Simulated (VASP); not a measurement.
Write the native input for VASP 6.6.1 that does the following.

```
Task                   : single point
Functional             : LDA
Potentials or basis    : VASP PAW LDA potentials, release 64 (Ba_sv, Ti_sv, O)
Cutoff                 : 600 eV
k mesh                 : 5 × 5 × 5
Occupations            : fermi-dirac, width 0.05 eV
Spin                   : no spin polarisation
Dipole correction      : no
Further INCAR settings : ALGO = Normal; EDIFF = 1e-06; NBANDS = 28
```

The structure of BaTiO3 lies in POSCAR:

```
BaTiO3
1.0
    4.0060000000      0.0000000000      0.0000000000
    0.0000000000      4.0060000000      0.0000000000
    0.0000000000      0.0000000000      4.0060000000
Ba Ti O
1 1 3
Direct
    0.5000000000      0.5000000000      0.5000000000
    0.0000000000      0.0000000000      0.0000000000
    0.0000000000      0.0000000000      0.5000000000
    0.0000000000      0.5000000000      0.0000000000
    0.5000000000      0.0000000000      0.0000000000
```

These files were run (other wordings do the same):

INCAR

```
PREC = Accurate ; ENCUT = 600
EDIFF = 1E-6 ; ISMEAR = -1
SIGMA = 0.05 ; LREAL = False
LASPH = True ; NELM = 120
ALGO = Normal ; ISIF = 2
LWAVE = False ; LCHARG = True
GGA = CA ; LELF = True
LVHAR = True ; NBANDS = 28
GGA_COMPAT = False
```

KPOINTS

```
regular mesh
0
Gamma
  5 5 5
```

Potentials or basis: VASP PAW LDA potentials, release 64 (Ba_sv, Ti_sv, O).

Launch:

```bash
$ cat potpaw_LDA.64/Ba_sv/POTCAR potpaw_LDA.64/Ti_sv/POTCAR potpaw_LDA.64/O/POTCAR > POTCAR
$ mpirun -np 1 vasp_std > vasp.out
```

Results of the run:

- Pressure: -7.5 GPa
- Band gap on the k mesh: 1.77 eV (least direct gap 1.79 eV)

Caveat: the cell stands under tension; spin-orbit coupling is left out, which moves the levels of the heavy elements; an odd mesh through Γ misses points on the zone boundary, where band edges can lie.

Run time: 28 s on 1 thread of Intel Xeon 8259CL, on a shared host, peak memory 0.17 GiB.
